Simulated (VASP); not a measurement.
The system is BPt.

```
CELL_PARAMETERS angstrom
1.78482 -3.44946 0.00000
1.78482 3.44946 0.00000
0.00000 0.00000 2.24397
ATOMIC_POSITIONS crystal
B 0.50000 0.50000 0.00000
Pt 0.00000 0.00000 0.00000
```

- Program: VASP 6.6.1
- Task: relaxation of cell and atoms
- Functional: PBE
- Potentials or basis: VASP PAW PBE potentials, release 64 (B, Pt)
- Cutoff: 600 eV
- k mesh: 6 × 6 × 8
- Occupations: gaussian, width 0.1 eV
- Spin: no spin polarisation

At the start: pressure 84.6 GPa; volume 13.82 Å³/atom.

Problem. How do energy, volume and symmetry change on relaxing?

Solution. Over 32 steps the energy falls by 1976.2 meV/atom and the volume is 13.31 Å³/atom (-3.7 %); space group P4/mmm (No. 123, to 0.05 Å).

The path:
| step | energy change (eV) | largest force (eV/Å) | pressure (GPa) | volume (Å³) |
| --- | --- | --- | --- | --- |
| 1 | 0.0000 | 0.0000 | 84.58 | 27.63 |
| 2 | 2.2082 | 0.0000 | -16.24 | 64.42 |
| 3 | 0.3748 | 0.0000 | -21.55 | 52.73 |
| 4 | -1.2911 | 0.0000 | -21.36 | 44.12 |
| 5 | -2.4048 | 0.0000 | -1.08 | 35.40 |
| 6 | -2.4050 | 0.0000 | 0.20 | 35.16 |
| 7 | -2.5323 | 0.0000 | 0.03 | 35.44 |
| 8 | -2.5355 | 0.0000 | -0.30 | 35.42 |
| 9 | -2.5790 | 0.0000 | -4.63 | 35.33 |
| 10 | -2.6201 | 0.0000 | -12.29 | 34.99 |
| 11 | -2.6287 | 0.0000 | -12.54 | 34.89 |
| 12 | -2.6573 | 0.0000 | -13.24 | 34.57 |
| 13 | -2.7295 | 0.0000 | -14.75 | 33.91 |
| 14 | -2.9554 | 0.0000 | -17.35 | 32.51 |
| 15 | -3.7390 | 0.0000 | -14.25 | 29.33 |
| 16 | 6.6432 | 0.0000 | 227.54 | 21.44 |
| 17 | -3.8117 | 0.0000 | -12.37 | 28.98 |
| 18 | -3.8710 | 0.0000 | 7.58 | 26.99 |
| 19 | -3.9322 | 0.0000 | -4.89 | 28.01 |
| 20 | -3.9389 | 0.0000 | -2.15 | 27.75 |
| 21 | -3.9400 | 0.0000 | -2.86 | 27.73 |
| 22 | -3.9401 | 0.0000 | -2.73 | 27.73 |
| 23 | -3.9423 | 0.0000 | -1.93 | 27.57 |
| 24 | -3.9441 | 0.0000 | -0.49 | 27.31 |
| 25 | -3.9441 | 0.0000 | -0.18 | 27.26 |
| 26 | -3.9457 | 0.0000 | 0.00 | 27.17 |
| 27 | -3.9493 | 0.0000 | 0.66 | 26.89 |
| 28 | -3.9498 | 0.0000 | 2.08 | 26.34 |
| 29 | -3.9508 | 0.0000 | 1.50 | 26.58 |
| 30 | -3.9523 | 0.0000 | 0.17 | 26.62 |
| 31 | -3.9523 | 0.0000 | -0.10 | 26.63 |
| 32 | -3.9525 | 0.0000 | -0.06 | 26.62 |

Final structure:
```cif
data_structure
_symmetry_space_group_name_H-M 'P 1'
_symmetry_Int_Tables_number 1
_cell_length_a 3.0401
_cell_length_b 3.0401
_cell_length_c 2.8803
_cell_angle_alpha 90.000
_cell_angle_beta 90.000
_cell_angle_gamma 89.879
_cell_volume 26.62
loop_
_atom_site_label
_atom_site_type_symbol
_atom_site_fract_x
_atom_site_fract_y
_atom_site_fract_z
_atom_site_occupancy
B1 B 0.50000 0.50000 0.00000 1
Pt1 Pt 0.00000 0.00000 0.00000 1
```
